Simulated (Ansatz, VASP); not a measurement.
**C in VASP and in Ansatz**

```
CELL_PARAMETERS angstrom
2.46000 0.00000 0.00000
-1.23000 2.13042 0.00000
0.00000 0.00000 13.01115
ATOMIC_POSITIONS crystal
C 0.33333 0.66667 0.50043
C 0.66667 0.33333 0.49957
```

Alike in both runs: task single point; functional PBE; k mesh 30 × 30 × 1; occupations gaussian, width 0.05 eV; no spin polarisation.

|  | VASP | Ansatz |
| --- | --- | --- |
| version | VASP 6.6.1 | Ansatz 0.2.0 |
| potentials or method | VASP PAW PBE potentials, release 64 (C), cutoff 520 eV | scalar-relativistic, plane waves, PAW |
| valence electrons in the cell | 8 | 8 |

```tsv
	VASP	Ansatz	Ansatz less VASP
rms of the force components (eV/Å)	0.108	0.108	+0.0004
```

Atom by atom the forces differ by 0.000 eV/Å (rms over components). The functional is the same, so the differences come from potentials, cutoffs and numerics.
